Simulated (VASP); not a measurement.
# TiB2 (P6/mmm) in VASP: further runs

The runs below take TiB2 through single point, with PBE, r2SCAN.

All numbers are computed with VASP 6.6.1; they aren't measurements. Logs are shortened: lines on timing, memory, paths and dates and some standing lists are left out, and cuts for length are marked.

### 1 The cell of the first run

It takes space group P6/mmm (No. 191, hexagonal). The conventional cell has a = 3.031 Å, b = 3.031 Å, c = 3.228 Å, α = 90.00°, β = 90.00°, γ = 120.00°. Ti (site symmetry 6/mmm) has 12 B at 2.38 Å and 6 Ti at 3.03 Å within 3.1 Å. B (site symmetry -6m2) has 3 B at 1.75 Å and 6 Ti at 2.38 Å within 2.4 Å.

### 2 Single point, PBE

The input, INCAR:

```
SYSTEM = TiB2
ALGO = Normal ; EDIFF = 1E-6
ENCUT = 520 ; GGA = PE
ISIF = 2 ; ISMEAR = -1
LASPH = .True. ; LCHARG = .False.
LREAL = .False. ; LWAVE = .False.
NBANDS = 16 ; NELM = 60
PREC = Accurate ; SIGMA = 0.02
```

The input, KPOINTS:

```
k-points
0
Gamma
  12 12 8
  0 0 0
```

The input, POSCAR:

```
TiB2
1.0
    3.0307524544      0.0000000000      0.0000000000
   -1.5153762272      2.6247086181      0.0000000000
    0.0000000000      0.0000000000      3.2278520659
Ti B
1 2
Direct
    0.0000000000      0.0000000000      0.0000000000
    0.3333333333      0.6666666667      0.5000000000
    0.6666666667      0.3333333333      0.5000000000
```

Potentials or basis: VASP PAW PBE potentials, release 64 (Ti_sv, B).

Command:

```sh
$ cat potpaw_PBE.64/Ti_sv/POTCAR potpaw_PBE.64/B/POTCAR > POTCAR
$ mpirun -np 1 vasp_std > vasp.out
```

OUTCAR:

```text
SYSTEM = TiB2
   EDIFF = 1E-6
   ENCUT = 520
   GGA = PE
   ISIF = 2
   ISMEAR = -1
   LASPH = .True.
   LREAL = .False.
   NELM = 60
   PREC = Accurate

 ion  position               nearest neighbor table
   1  0.000  0.000  0.000-   2 2.38   3 2.38   2 2.38   3 2.38   3 2.38   3 2.38   2 2.38   2 2.38
                             3 2.38   3 2.38   2 2.38   2 2.38
   2  0.333  0.667  0.500-   3 1.75   3 1.75   3 1.75   1 2.38   1 2.38   1 2.38   1 2.38   1 2.38
                             1 2.38
   3  0.667  0.333  0.500-   2 1.75   2 1.75   2 1.75   1 2.38   1 2.38   1 2.38   1 2.38   1 2.38
                             1 2.38

  LATTYP: Found a hexagonal cell.
 ALAT       =     3.0307524544
 C/A-ratio  =     1.0650332267

  Lattice vectors:

 A1 = (   3.0307524544,   0.0000000000,   0.0000000000)
 A2 = (  -1.5153762272,   2.6247086181,   0.0000000000)
 A3 = (   0.0000000000,   0.0000000000,   3.2278520659)

Analysis of symmetry for initial positions (statically):
=====================================================================
 Subroutine PRICEL returns:
 Original cell was already a primitive cell.

 Routine SETGRP: Setting up the symmetry group for a
 hexagonal supercell.

 Subroutine GETGRP returns: Found 24 space group operations
 (whereof 24 operations were pure point group operations)
 out of a pool of 24 trial point group operations.

The static configuration has the point symmetry D_6h.

Analysis of symmetry for dynamics (positions and initial velocities):
=====================================================================
 Subroutine PRICEL returns:
 Original cell was already a primitive cell.

 Routine SETGRP: Setting up the symmetry group for a
 hexagonal supercell.

 Subroutine GETGRP returns: Found 24 space group operations
 (whereof 24 operations were pure point group operations)
 out of a pool of 24 trial point group operations.

The dynamic configuration has the point symmetry D_6h.

 Subroutine INISYM returns: Found 24 space group operations
 (whereof 24 operations are pure point group operations),
 and found     1 'primitive' translations

----------------------------------------------------------------------------------------

                                     Primitive cell

  volume of cell :      25.6771

  direct lattice vectors                    reciprocal lattice vectors
     3.030752454  0.000000000  0.000000000     0.329951065  0.190497336  0.000000000
    -1.515376227  2.624708618  0.000000000     0.000000000  0.380994672  0.000000000
     0.000000000  0.000000000  3.227852066     0.000000000  0.000000000  0.309803541

  length of vectors
     3.030752454  3.030752454  3.227852066     0.380994672  0.380994672  0.309803541

  position of ions in fractional coordinates (direct lattice)
     0.000000000  0.000000000  0.000000000
     0.333333333  0.666666667  0.500000000
     0.666666667  0.333333333  0.500000000

  ion indices of the primitive-cell ions
   primitive index   ion index
                 1           1
                 2           2
                 3           3

----------------------------------------------------------------------------------------

 KPOINTS: k-points

Automatic generation of k-mesh.
 Grid dimensions read from file:
 generate k-points for:   12   12    8

 Generating k-lattice:

  Cartesian coordinates                     Fractional coordinates (reciprocal lattice)
     0.027495922  0.015874778  0.000000000     0.083333333  0.000000000  0.000000000
     0.000000000  0.031749556  0.000000000     0.000000000  0.083333333  0.000000000
     0.000000000  0.000000000  0.038725443     0.000000000  0.000000000  0.125000000

  Length of vectors
     0.031749556  0.031749556  0.038725443

  Shift w.r.t. Gamma in fractional coordinates (k-lattice)
     0.000000000  0.000000000  0.000000000

 Subroutine IBZKPT returns following result:
 ===========================================

 Found     95 irreducible k-points:

 Following reciprocal coordinates:
            Coordinates               Weight
  0.000000  0.000000  0.000000      1.000000
  0.083333  0.000000  0.000000      6.000000
  0.166667  0.000000  0.000000      6.000000
  0.250000  0.000000  0.000000      6.000000
  0.333333  0.000000  0.000000      6.000000
  0.416667  0.000000  0.000000      6.000000
[... 16 lines left out ...]
  0.250000  0.000000  0.125000     12.000000
  0.333333  0.000000  0.125000     12.000000
 [... further k-points ...]
   k-points           NKPTS =     95   k-points in BZ     NKDIM =     95   number of bands    NBANDS=     16
   number of dos      NEDOS =    301   number of ions     NIONS =      3
   total plane-waves  NPLWV =  13824
   dimension x,y,z NGX =    24 NGY =   24 NGZ =   24
   dimension x,y,z NGXF=    48 NGYF=   48 NGZF=   48
   ions per type =               1   2
   NGX,Y,Z   is equivalent  to a cutoff of  13.16, 13.16, 12.36 a.u.
   NGXF,Y,Z  is equivalent  to a cutoff of  26.33, 26.33, 24.72 a.u.
 SYSTEM =  TiB2
   PREC   = accura    normal or accurate (medium, high low for compatibility)
   ISTART =      0    job   : 0-new  1-cont  2-samecut
   ICHARG =      2    charge: 1-file 2-atom 10-const
   ISPIN  =      1    spin polarized calculation?
   LNONCOLLINEAR =      F non collinear calculations
   LSORBIT =      F    spin-orbit coupling
   LASPH  =      T    aspherical Exc in radial PAW
   ENCUT  =  520.0 eV  38.22 Ry    6.18 a.u.   5.64  5.64  6.00*2*pi/ulx,y,z
   NELM   =     60;   NELMIN=  2; NELMDL= -5     # of ELM steps
   EDIFF  = 0.1E-05   stopping-criterion for ELM
   LREAL  =      F    real-space projection
   EDIFFG = 0.1E-04   stopping-criterion for IOM
   NSW    =      0    number of steps for IOM
   IBRION =     -1    ionic relax: 0-MD 1-quasi-New 2-CG
   NFREE  =      0    steps in history (QN), initial steepest desc. (CG)
   ISIF   =      2    stress and relaxation
   ISYM   =      2    0-nonsym 1-usesym 2-fastsym
   POTIM  = 0.5000    time-step for ionic-motion
   TEBEG  =    0.0;   TEEND  =   0.0 temperature during run
   PSTRESS=    0.0 pullay stress
   NELECT =      18.0000    total number of electrons
   NUPDOWN=      -1.0000    fix difference up-down
   EMIN   =  10.00;   EMAX   =-10.00  energy-range for DOS
   EFERMI =   0.00;   METHOD = LEGACY
   ISMEAR =    -1;   SIGMA  =   0.02  broadening in eV -4-tet -1-fermi 0-gaus
   EFERMI_NEDOS =   21; number of points for ismear=-14 and -15
   IALGO  =     38    algorithm
   IMIX   =      4    mixing-type and parameters
     AMIX     =   0.40;   BMIX     =  1.00
     AMIX_MAG =   1.60;   BMIX_MAG =  1.00
  volume/ion in A,a.u.               =       8.56        57.76
  Fermi-wavevector in a.u.,A,eV,Ry     =   1.454289  2.748207 28.775715  2.114955
  Thomas-Fermi vector in A             =   2.571457
   LORBIT       =      0    0 simple, 1 ext, 2 COOP (PROOUT), +10 PAW based schemes
   GGA     = PE    functional components
   LHFCALC =     F    Hartree Fock is set to
   AEXX    =    0.0000 exact exchange contribution
   IVDW    =     0    specifies the selected vdW correction
   LEPSILON=     F    determine dielectric tensor
   LRPA    =     F    only Hartree local field effects (RPA)
 non-spin polarized calculation
  energy-cutoff  :      520.00
  volume of cell :       25.68
 maximum number of plane-waves:       721
 NGX is ok and might be reduce to    24
   NGX = 11   NGY = 11   NGZ = 13

 number of electron      18.0000002 magnetization

 Free energy of the ion-electron system (eV)
  ---------------------------------------------------
  ext. energy  EPLUGINS =         0.00000000
  ---------------------------------------------------
  free energy    TOTEN  =       -24.42897342 eV

  energy without entropy =      -24.42827627  energy(sigma->0) =      -24.42862485

 E-fermi :   9.9869     XC(G=0): -12.7646

 val. band max:        9.9567990752   @ k =   0.3333   0.1667   0.0000
 cond. band min:      10.0068540597   @ k =   0.0833   0.0000   0.3750
 fundamental gap:      0.0500549844
 Fermi energy:         9.9868659445

 k-point     1 :       0.0000    0.0000    0.0000
  band No.  band energies     occupation
      1     -46.9713      2.00000
      2     -23.3167      2.00000
      3     -23.0117      2.00000
      4     -23.0117      2.00000
      5      -3.5110      2.00000
      6       7.3855      2.00000
[... 8 lines left out ...]
     15      15.7514      0.00000
     16      16.8918      0.00000

 k-point     2 :       0.0833    0.0000    0.0000
  band No.  band energies     occupation
      1     -46.9677      2.00000
      2     -23.3121      2.00000
      3     -23.0393      2.00000
      4     -23.0179      2.00000
      5      -3.3774      2.00000
      6       7.0009      2.00000
[... 8 lines left out ...]
     15      16.5500      0.00000
     16      17.3170      0.00000

 k-point     3 :       0.1667    0.0000    0.0000
  band No.  band energies     occupation
      1     -46.9579      2.00000
      2     -23.2995      2.00000
      3     -23.1144      2.00000
      4     -23.0350      2.00000
      5      -2.9843      2.00000
      6       6.0140      2.00000
[... 8 lines left out ...]
     15      18.1786      0.00000
     16      18.2138      0.00000

 k-point     4 :       0.2500    0.0000    0.0000
  band No.  band energies     occupation
      1     -46.9444      2.00000
      2     -23.2823      2.00000
      3     -23.2155      2.00000
      4     -23.0582      2.00000
      5      -2.3522      2.00000
      6       4.7290      2.00000
[... 8 lines left out ...]
     15      17.3502      0.00000
     16      19.1765      0.00000

 k-point     5 :       0.3333    0.0000    0.0000
  band No.  band energies     occupation
      1     -46.9308      2.00000
      2     -23.3151      2.00000
      3     -23.2651      2.00000
      4     -23.0814      2.00000
      5      -1.5091      2.00000
      6       3.3489      2.00000
[... 8 lines left out ...]
     15      17.3369      0.00000
     16      18.9046      0.00000

 k-point     6 :       0.4167    0.0000    0.0000
  band No.  band energies     occupation
      1     -46.9209      2.00000
      2     -23.3872      2.00000
      3     -23.2525      2.00000
      4     -23.0983      2.00000
      5      -0.4858      2.00000
      6       1.9829      2.00000
[... 8 lines left out ...]
     15      17.4156      0.00000
     16      18.4306      0.00000
[... 267 lines left out ...]
 k-point    21 :       0.0833    0.0000    0.1250
  band No.  band energies     occupation
      1     -46.9656      2.00000
      2     -23.3414      2.00000
      3     -23.0368      2.00000
      4     -23.0155      2.00000
      5      -3.1771      2.00000
      6       6.1858      2.00000
[... 8 lines left out ...]
     15      17.0230      0.00000
     16      17.1873      0.00000

 k-point    22 :       0.1667    0.0000    0.1250
  band No.  band energies     occupation
      1     -46.9557      2.00000
      2     -23.3283      2.00000
      3     -23.1113      2.00000
      4     -23.0324      2.00000
      5      -2.7982      2.00000
      6       6.0600      2.00000
[... 8 lines left out ...]
     15      17.7195      0.00000
     16      18.3616      0.00000

 k-point    23 :       0.2500    0.0000    0.1250
  band No.  band energies     occupation
      1     -46.9423      2.00000
      2     -23.3103      2.00000
      3     -23.2117      2.00000
      4     -23.0555      2.00000
      5      -2.1893      2.00000
      6       4.7559      2.00000
[... 8 lines left out ...]
     15      17.7124      0.00000
     16      19.8834      0.00000

 k-point    24 :       0.3333    0.0000    0.1250
  band No.  band energies     occupation
      1     -46.9288      2.00000
      2     -23.3117      2.00000
      3     -23.2912      2.00000
      4     -23.0784      2.00000
      5      -1.3771      2.00000
      6       3.3678      2.00000
[... 8 lines left out ...]
     15      17.7544      0.00000
     16      19.7780      0.00000

 [... further k-points ...]

------------------------ aborting loop because EDIFF is reached ----------------------------------------

  FORCE on cell =-STRESS in cart. coord.  units (eV):
  Direction    XX          YY          ZZ          XY          YZ          ZX
  --------------------------------------------------------------------------------------
  -------------------------------------------------------------------------------------
  Total        0.0326123      0.0326123      0.0366240      0.0000000      0.0000000      0.0000000
  in kB        2.0349154      2.0349154      2.2852371      0.0000000      0.0000000      0.0000000
  external PRESSURE =       2.1183559 kB  Pullay stress =       0.0000000 kB

 VOLUME and BASIS-vectors are now :
 -----------------------------------------------------------------------------
  energy-cutoff  :      520.00
  volume of cell :       25.68
      direct lattice vectors                 reciprocal lattice vectors
     3.030752454  0.000000000  0.000000000     0.329951065  0.190497336  0.000000000
    -1.515376227  2.624708618  0.000000000     0.000000000  0.380994672  0.000000000
     0.000000000  0.000000000  3.227852066     0.000000000  0.000000000  0.309803541

 POSITION                                       TOTAL-FORCE (eV/Angst)
 -----------------------------------------------------------------------------------
      0.00000      0.00000      0.00000         0.000000      0.000000     -0.000000
     -0.00000      1.74981      1.61393         0.000000      0.000000      0.000000
      1.51538      0.87490      1.61393        -0.000000      0.000000     -0.000000
 -----------------------------------------------------------------------------------
    total drift:                               -0.000000      0.000000      0.000000

  FREE ENERGIE OF THE ION-ELECTRON SYSTEM (eV)
  ---------------------------------------------------
  free  energy   TOTEN  =       -24.4289734211 eV

  energy  without entropy=      -24.4282762714  energy(sigma->0) =      -24.42862485
```

It took 32 s on 1 thread of AMD EPYC 7R13 (Zen 3), shared host; peak memory 0.12 GiB.

What came out:

- Free energy: -24.4290 eV
- Pressure: 0.2 GPa
- Band gap on the k mesh: zero (bands 9 and 10 overlap by 0.61 eV)

### 3 Single point, PBE

This run uses another cell than the first one, of 8.51 Å³/atom.

The input, INCAR:

```
  ALGO = Normal
  EDIFF = 1E-6
  ENCUT = 520
  GGA = PE
  ISIF = 2
  ISMEAR = -1
  LASPH = T
  LCHARG = F
  LREAL = F
  LWAVE = F
  NBANDS = 16
  NELM = 60
  PREC = Accurate
  SIGMA = 0.02
```

The input, KPOINTS:

```
k-points
0
Gamma
  12 12 8
```

The input, POSCAR:

```
TiB2
1.0
    3.0232014618      0.0000000000      0.0000000000
   -1.5116007309      2.6181692667      0.0000000000
    0.0000000000      0.0000000000      3.2268233334
Ti B
1 2
Direct
    0.0000000000      0.0000000000      0.0000000000
    0.3333333333      0.6666666667      0.5000000000
    0.6666666667      0.3333333333      0.5000000000
```

Potentials or basis: VASP PAW PBE potentials, release 64 (Ti_sv, B).

Command:

```sh
$ cat potpaw_PBE.64/Ti_sv/POTCAR potpaw_PBE.64/B/POTCAR > POTCAR
$ mpirun -np 1 vasp_std > vasp.out
```

It took 28 s on 1 thread of AMD EPYC 7R13 (Zen 3), shared host; peak memory 0.13 GiB.

It converged, with:

| Quantity | Value |
| --- | --- |
| Free energy | -24.4280 eV |
| Pressure | 1.6 GPa |
| Band gap on the k mesh | zero (bands 9 and 10 overlap by 0.61 eV) |

Stress tensor (GPa, compression positive):
```
2.00 0.00 0.00
0.00 2.00 0.00
0.00 0.00 0.91
```

Levels at points of the mesh, in eV from the Fermi level:
```csv
k point,band 7,band 8,band 9,band 10,band 11,band 12
"(0.00, 0.00, 0.00)",-2.60,-2.34,-2.13,1.90,1.90,3.66
"(0.50, 0.00, 0.00)",-3.27,-3.25,-2.27,1.34,2.76,3.24
"(0.00, 0.00, 0.50)",-0.55,-0.55,-0.17,-0.17,0.44,0.44
"(0.50, 0.00, 0.50)",-4.65,-3.83,-3.14,2.49,2.94,4.48
```

### 4 Single point, r2SCAN

This run uses another cell than the first one, of 8.51 Å³/atom.

POSCAR is that of step 3.

The input, INCAR.step1:

```
SYSTEM = TiB2
ALGO = Normal ; EDIFF = 1E-4
ENCUT = 520 ; GGA = PE
ISMEAR = -1 ; LASPH = .True.
LCHARG = .False. ; LREAL = .False.
LWAVE = .True. ; NBANDS = 16
NELM = 100 ; PREC = Accurate
SIGMA = 0.02
```

The input, INCAR.step2:

```
SYSTEM = TiB2
ALGO = Normal ; EDIFF = 1E-6
ENCUT = 520 ; ISIF = 2
ISMEAR = -1 ; ISTART = 1
LASPH = .True. ; LCHARG = .False.
LMIXTAU = .True. ; LREAL = .False.
LWAVE = .False. ; METAGGA = R2SCAN
NBANDS = 16 ; NELM = 100
PREC = Accurate ; SIGMA = 0.02
```

The input, KPOINTS:

```
k-points
0
Gamma
  12 12 8
  0 0 0
```

Command:

```sh
$ cat potpaw_PBE.64/Ti_sv/POTCAR potpaw_PBE.64/B/POTCAR > POTCAR
$ cp INCAR.step1 INCAR
$ mpirun -np 1 vasp_std > vasp.out
$ cp INCAR.step2 INCAR
$ mpirun -np 1 vasp_std > vasp.out
```

Wall time 2 min (1 thread of AMD EPYC 7R13 (Zen 3), shared host); peak memory 0.14 GiB.

Results (log left out):

```yaml
Free_energy: -30.9718 eV
Pressure: 0.8 GPa
Band_gap_on_the_k_mesh: zero (bands 9 and 10 overlap by 0.72 eV)
```

Stress tensor (GPa, compression positive):
```
0.78 0.00 0.00
0.00 0.78 0.00
0.00 0.00 0.93
```

Levels at points of the mesh, in eV from the Fermi level:
| k point | band 7 | band 8 | band 9 | band 10 | band 11 | band 12 |
| --- | --- | --- | --- | --- | --- | --- |
| (0.00, 0.00, 0.00) | -2.75 | -2.61 | -2.19 | 2.01 | 2.01 | 3.88 |
| (0.50, 0.00, 0.00) | -3.53 | -3.47 | -2.37 | 1.42 | 2.91 | 3.42 |
| (0.00, 0.00, 0.50) | -0.61 | -0.61 | -0.18 | -0.18 | 0.49 | 0.49 |
| (0.50, 0.00, 0.50) | -4.95 | -4.08 | -3.49 | 2.66 | 3.09 | 4.66 |

Caveat: the PAW data sets were made with another functional, which shifts forces and pressure a little.

### 5 Single point, r2SCAN

This run uses another cell than the first one, of 8.51 Å³/atom.

POSCAR is that of step 4.

The input, INCAR.step1:

```
PREC = Accurate
ENCUT = 520
ISMEAR = -1
SIGMA = 0.02
LREAL = F
LASPH = T
NELM = 100
NBANDS = 16
GGA = PE
ALGO = Normal
EDIFF = 1E-4
LWAVE = T
LCHARG = F
```

The input, INCAR.step2:

```
PREC = Accurate
ENCUT = 520
EDIFF = 1E-6
ISMEAR = -1
SIGMA = 0.02
LREAL = F
LASPH = T
NELM = 100
ALGO = Normal
ISIF = 2
LWAVE = F
LCHARG = T
METAGGA = R2SCAN
LMIXTAU = T
LELF = T
LVHAR = T
NBANDS = 16
ISTART = 1
```

The input, KPOINTS:

```
Automatic mesh
0
Gamma
  12 12 8
```

Command:

```sh
$ cat potpaw_PBE.64/Ti_sv/POTCAR potpaw_PBE.64/B/POTCAR > POTCAR
$ cp INCAR.step1 INCAR
$ mpirun -np 1 vasp_std > vasp.out
$ cp INCAR.step2 INCAR
$ mpirun -np 1 vasp_std > vasp.out
```

Wall time 1.8 min (1 thread of AMD EPYC 7R13 (Zen 3), shared host); peak memory 0.13 GiB.

Results (log left out):

```
Free energy            : -30.9718 eV
Pressure               : 0.8 GPa
Band gap on the k mesh : zero (bands 9 and 10 overlap by 0.72 eV)
```

Stress tensor (GPa, compression positive):
```
0.78 0.00 0.00
0.00 0.78 0.00
0.00 0.00 0.93
```

Levels at points of the mesh, in eV from the Fermi level:
| k point | band 7 | band 8 | band 9 | band 10 | band 11 | band 12 |
| --- | --- | --- | --- | --- | --- | --- |
| (0.00, 0.00, 0.00) | -2.75 | -2.61 | -2.19 | 2.01 | 2.01 | 3.88 |
| (0.50, 0.00, 0.00) | -3.53 | -3.47 | -2.37 | 1.42 | 2.91 | 3.42 |
| (0.00, 0.00, 0.50) | -0.61 | -0.61 | -0.18 | -0.18 | 0.49 | 0.49 |
| (0.50, 0.00, 0.50) | -4.95 | -4.08 | -3.49 | 2.66 | 3.09 | 4.66 |

Caveat: the PAW data sets were made with another functional, which shifts forces and pressure a little.

### 6 The runs side by side

| level | cell | gap on the mesh (eV) | pressure (GPa) |
| --- | --- | --- | --- |
| PBE | a = 3.031, b = 3.031, c = 3.228 Å, angles 90.0, 90.0, 120.0°, 3 atoms | none | 0.2 |
| PBE | a = 3.023, b = 3.023, c = 3.227 Å, angles 90.0, 90.0, 120.0°, 3 atoms | none | 1.6 |
| r2SCAN | a = 3.023, b = 3.023, c = 3.227 Å, angles 90.0, 90.0, 120.0°, 3 atoms | none | 0.8 |

Alike in all rows: task single point; potentials or basis VASP PAW PBE potentials, release 64 (Ti_sv, B); no spin polarisation; k mesh 12 × 12 × 8; cutoff (eV) 520; smearing fermi-dirac 0.02 eV.

Caveats: the PAW data sets were made with another functional, which shifts forces and pressure a little (at least some runs).

Total energies depend on the potentials used, so only differences within one code and one set of settings carry meaning.
